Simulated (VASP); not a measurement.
# In3As (Pm-3m) in VASP: settings compared

Aim: see how the results for In3As move with the level of theory and the settings. Levels: PBE, LDA. Tasks: relaxation of cell and atoms, single point.

Everything below comes from runs of VASP 6.6.1. Logs are shortened: lines on timing, memory, paths and dates and some standing lists are left out, and cuts for length are marked.

## 1. The cell of the first run

Symmetry: Pm-3m, No. 221, cubic system. Conventional cell: a = 4.672 Å, b = 4.672 Å, c = 4.672 Å, α = 90.00°, β = 90.00°, γ = 90.00°. Within 4.3 Å of In (site symmetry 4/mmm) lie 8 In at 3.30 Å and 4 As at 3.30 Å. As (site symmetry m-3m) has 12 In at 3.30 Å within 4.3 Å.

## 2. Relaxation of cell and atoms, PBE

Input file INCAR:

```
ALGO = Fast
EDIFF = 1E-6
EDIFFG = -0.01
ENCUT = 600
GGA = PE
IBRION = 2
ISIF = 3
ISMEAR = -1
LASPH = T
LCHARG = F
LREAL = F
LWAVE = F
NELM = 100
NSW = 60
PREC = Accurate
SIGMA = 0.05
```

Input file KPOINTS:

```
k-points
0
Gamma
  6 6 6
```

Input file POSCAR:

```
In3As
1.0
    4.6716810000      0.0000000000      0.0000000000
    0.0000000000      4.6716810000      0.0000000000
    0.0000000000      0.0000000000      4.6716810000
In As
3 1
Direct
    0.5000000000      0.5000000000      0.0000000000
    0.5000000000      0.0000000000      0.5000000000
    0.0000000000      0.5000000000      0.5000000000
    0.0000000000      0.0000000000      0.0000000000
```

Potentials or basis: VASP PAW PBE potentials, release 64 (In_d, As).

Started as:

```console
$ cat potpaw_PBE.64/In_d/POTCAR potpaw_PBE.64/As/POTCAR > POTCAR
$ mpirun -np 1 vasp_std > vasp.out
```

OUTCAR:

```text
EDIFF = 1E-6
   EDIFFG = -0.01
   ENCUT = 600
   GGA = PE
   IBRION = 2
   ISIF = 3
   ISMEAR = -1
   LASPH = T
   LREAL = F
   NELM = 100
   NSW = 60
   PREC = Accurate

 ion  position               nearest neighbor table
   1  0.500  0.500  0.000-   2 3.30   3 3.30   4 3.30   2 3.30   3 3.30   2 3.30   4 3.30   2 3.30
                             3 3.30   4 3.30   3 3.30   4 3.30
   2  0.500  0.000  0.500-   1 3.30   3 3.30   4 3.30   1 3.30   4 3.30   1 3.30   3 3.30   1 3.30
                             3 3.30   4 3.30   4 3.30   3 3.30
   3  0.000  0.500  0.500-   1 3.30   2 3.30   4 3.30   1 3.30   4 3.30   2 3.30   4 3.30   4 3.30
                             1 3.30   2 3.30   1 3.30   2 3.30
   4  0.000  0.000  0.000-   1 3.30   2 3.30   3 3.30   2 3.30   3 3.30   1 3.30   3 3.30   3 3.30
                             1 3.30   2 3.30   2 3.30   1 3.30

  LATTYP: Found a simple cubic cell.
 ALAT       =     4.6716810000

  Lattice vectors:

 A1 = (   4.6716810000,   0.0000000000,   0.0000000000)
 A2 = (   0.0000000000,   4.6716810000,   0.0000000000)
 A3 = (   0.0000000000,   0.0000000000,   4.6716810000)

Analysis of symmetry for initial positions (statically):
=====================================================================
 Subroutine PRICEL returns:
 Original cell was already a primitive cell.

 Routine SETGRP: Setting up the symmetry group for a
 simple cubic supercell.

 Subroutine GETGRP returns: Found 48 space group operations
 (whereof 48 operations were pure point group operations)
 out of a pool of 48 trial point group operations.

The static configuration has the point symmetry O_h .

Analysis of symmetry for dynamics (positions and initial velocities):
=====================================================================
 Subroutine PRICEL returns:
 Original cell was already a primitive cell.

 Routine SETGRP: Setting up the symmetry group for a
 simple cubic supercell.

 Subroutine GETGRP returns: Found 48 space group operations
 (whereof 48 operations were pure point group operations)
 out of a pool of 48 trial point group operations.

The dynamic configuration has the point symmetry O_h .

 Subroutine INISYM returns: Found 48 space group operations
 (whereof 48 operations are pure point group operations),
 and found     1 'primitive' translations

----------------------------------------------------------------------------------------

                                     Primitive cell

  volume of cell :     101.9576

  direct lattice vectors                    reciprocal lattice vectors
     4.671681000  0.000000000  0.000000000     0.214055711  0.000000000  0.000000000
     0.000000000  4.671681000  0.000000000     0.000000000  0.214055711  0.000000000
     0.000000000  0.000000000  4.671681000     0.000000000  0.000000000  0.214055711

  length of vectors
     4.671681000  4.671681000  4.671681000     0.214055711  0.214055711  0.214055711

  position of ions in fractional coordinates (direct lattice)
     0.500000000  0.500000000  0.000000000
     0.500000000  0.000000000  0.500000000
     0.000000000  0.500000000  0.500000000
     0.000000000  0.000000000  0.000000000

  ion indices of the primitive-cell ions
   primitive index   ion index
                 1           1
                 2           2
                 3           3
                 4           4

----------------------------------------------------------------------------------------

 KPOINTS: k-points

Automatic generation of k-mesh.
 Grid dimensions read from file:
 generate k-points for:    6    6    6

 Generating k-lattice:

  Cartesian coordinates                     Fractional coordinates (reciprocal lattice)
[... 61 lines left out ...]
   ISIF   =      3    stress and relaxation
   ISYM   =      2    0-nonsym 1-usesym 2-fastsym
   POTIM  = 0.5000    time-step for ionic-motion
   TEBEG  =    0.0;   TEEND  =   0.0 temperature during run
   PSTRESS=    0.0 pullay stress
   NELECT =      44.0000    total number of electrons
   NUPDOWN=      -1.0000    fix difference up-down
   EMIN   =  10.00;   EMAX   =-10.00  energy-range for DOS
   EFERMI =   0.00;   METHOD = LEGACY
   ISMEAR =    -1;   SIGMA  =   0.05  broadening in eV -4-tet -1-fermi 0-gaus
   EFERMI_NEDOS =   21; number of points for ismear=-14 and -15
   IALGO  =     68    algorithm
   IMIX   =      4    mixing-type and parameters
     AMIX     =   0.40;   BMIX     =  1.00
     AMIX_MAG =   1.60;   BMIX_MAG =  1.00
  volume/ion in A,a.u.               =      25.49       172.01
  Fermi-wavevector in a.u.,A,eV,Ry     =   1.237141  2.337858 20.823961  1.530518
  Thomas-Fermi vector in A             =   2.371720
   LORBIT       =      0    0 simple, 1 ext, 2 COOP (PROOUT), +10 PAW based schemes
   GGA     = PE    functional components
   LHFCALC =     F    Hartree Fock is set to
   AEXX    =    0.0000 exact exchange contribution
   IVDW    =     0    specifies the selected vdW correction
   LEPSILON=     F    determine dielectric tensor
   LRPA    =     F    only Hartree local field effects (RPA)
 conjugate gradient relaxation of ions
 non-spin polarized calculation
 RMM-DIIS sequential band-by-band and
  energy-cutoff  :      600.00
  volume of cell :      101.96
 maximum number of plane-waves:      3448
 NGX is ok and might be reduce to    40
   NGX = 19   NGY = 19   NGZ = 19

--------------------------------------- Ionic step        1  -------------------------------------------

 number of electron      44.0000015 magnetization

 Free energy of the ion-electron system (eV)
  ---------------------------------------------------
  ext. energy  EPLUGINS =         0.00000000
  ---------------------------------------------------
  free energy    TOTEN  =       -12.05362199 eV

  energy without entropy =      -12.03828059  energy(sigma->0) =      -12.04595129

------------------------ aborting loop because EDIFF is reached ----------------------------------------

  FORCE on cell =-STRESS in cart. coord.  units (eV):
  Direction    XX          YY          ZZ          XY          YZ          ZX
  --------------------------------------------------------------------------------------
  -------------------------------------------------------------------------------------
  Total        0.4070893      0.4070893      0.4070893      0.0000000      0.0000000     -0.0000000
  in kB        6.3970651      6.3970651      6.3970651      0.0000000      0.0000000     -0.0000000
  external PRESSURE =       6.3970651 kB  Pullay stress =       0.0000000 kB

 VOLUME and BASIS-vectors are now :
 -----------------------------------------------------------------------------
  energy-cutoff  :      600.00
  volume of cell :      101.96
      direct lattice vectors                 reciprocal lattice vectors
     4.671681000  0.000000000  0.000000000     0.214055711  0.000000000  0.000000000
     0.000000000  4.671681000  0.000000000     0.000000000  0.214055711  0.000000000
     0.000000000  0.000000000  4.671681000     0.000000000  0.000000000  0.214055711

 POSITION                                       TOTAL-FORCE (eV/Angst)
 -----------------------------------------------------------------------------------
      2.33584      2.33584      0.00000         0.000000      0.000000      0.000000
      2.33584      0.00000      2.33584         0.000000      0.000000      0.000000
      0.00000      2.33584      2.33584         0.000000      0.000000      0.000000
      0.00000      0.00000      0.00000         0.000000      0.000000      0.000000
 -----------------------------------------------------------------------------------
    total drift:                               -0.000000     -0.000000     -0.000000

  FREE ENERGIE OF THE ION-ELECTRON SYSTEM (eV)
  ---------------------------------------------------
  free  energy   TOTEN  =       -12.0536219916 eV

  energy  without entropy=      -12.0382805947  energy(sigma->0) =      -12.04595129

--------------------------------------- Ionic step        2  -------------------------------------------

 number of electron      44.0000015 magnetization

 Free energy of the ion-electron system (eV)
  ---------------------------------------------------
  ext. energy  EPLUGINS =         0.00000000
  ---------------------------------------------------
  free energy    TOTEN  =       -12.05648761 eV

  energy without entropy =      -12.04147563  energy(sigma->0) =      -12.04898162

 E-fermi :   6.4444     XC(G=0): -10.0729

 val. band max:        6.4395176908   @ k =   0.1667   0.1667   0.1667
 cond. band min:       6.4604876712   @ k =   0.5000   0.0000   0.0000
 fundamental gap:      0.0209699804
 Fermi energy:         6.4443673394

 k-point     1 :       0.0000    0.0000    0.0000
  band No.  band energies     occupation
      1      -8.1952      2.00000
      2      -8.1834      2.00000
      3      -8.1834      2.00000
      4      -8.1834      2.00000
      5      -8.0143      2.00000
      6      -8.0143      2.00000
[... 569 lines left out ...]
     25      11.1143      0.00000
     26      11.1143      0.00000

------------------------ aborting loop because EDIFF is reached ----------------------------------------

  FORCE on cell =-STRESS in cart. coord.  units (eV):
  Direction    XX          YY          ZZ          XY          YZ          ZX
  --------------------------------------------------------------------------------------
  -------------------------------------------------------------------------------------
  Total        0.0092369      0.0092369      0.0092369      0.0000000      0.0000000      0.0000000
  in kB        0.1430326      0.1430326      0.1430326      0.0000000      0.0000000      0.0000000
  external PRESSURE =       0.1430326 kB  Pullay stress =       0.0000000 kB

 VOLUME and BASIS-vectors are now :
 -----------------------------------------------------------------------------
  energy-cutoff  :      600.00
  volume of cell :      103.47
      direct lattice vectors                 reciprocal lattice vectors
     4.694617868  0.000000000 -0.000000000     0.213009882 -0.000000000  0.000000000
     0.000000000  4.694617868 -0.000000000    -0.000000000  0.213009882 -0.000000000
    -0.000000000  0.000000000  4.694617868     0.000000000  0.000000000  0.213009882

 POSITION                                       TOTAL-FORCE (eV/Angst)
 -----------------------------------------------------------------------------------
      2.34731      2.34731     -0.00000        -0.000000      0.000000      0.000000
      2.34731      0.00000      2.34731         0.000000     -0.000000      0.000000
      0.00000      2.34731      2.34731        -0.000000     -0.000000      0.000000
      0.00000      0.00000      0.00000         0.000000      0.000000      0.000000
 -----------------------------------------------------------------------------------
    total drift:                               -0.000000     -0.000000     -0.000000

  FREE ENERGIE OF THE ION-ELECTRON SYSTEM (eV)
  ---------------------------------------------------
  free  energy   TOTEN  =       -12.0564876063 eV

  energy  without entropy=      -12.0414756293  energy(sigma->0) =      -12.04898162

 reached required accuracy - stopping structural energy minimisation
```

It took 3.7 min on 1 thread of Intel Xeon 8259CL, shared host; peak memory 0.27 GiB.

Results:

| Quantity | Value |
| --- | --- |
| Free energy | -12.0565 eV |
| Relaxed volume | 25.87 Å³/atom |
| Relaxed cell | a = 4.695 Å, b = 4.695 Å, c = 4.695 Å, α = 90.00°, β = 90.00°, γ = 90.00° |
| Space group after relaxing (to 0.1 Å) | Pm-3m (No. 221) |
| Energy gained by relaxing | 0.7 meV/atom |
| Ionic steps | 2 |
| Pressure after relaxing | 0.0 GPa |
| Band gap on the k mesh | zero (bands 22 and 23 overlap by 3.75 eV) |

The path:
```tsv
step	energy change (eV)	largest force (eV/Å)	pressure (GPa)	volume (Å³)
1	0.0000	0.0000	0.64	101.96
2	-0.0029	0.0000	0.01	103.47
```

Final structure:
```
CELL_PARAMETERS angstrom
4.69462 0.00000 0.00000
0.00000 4.69462 0.00000
0.00000 0.00000 4.69462
ATOMIC_POSITIONS crystal
In 0.50000 0.50000 0.00000
In 0.50000 0.00000 0.50000
In 0.00000 0.50000 0.50000
As 0.00000 0.00000 0.00000
```

Caveat: spin-orbit coupling is left out, which moves the levels of the heavy elements.

[end of part 1 of 2]
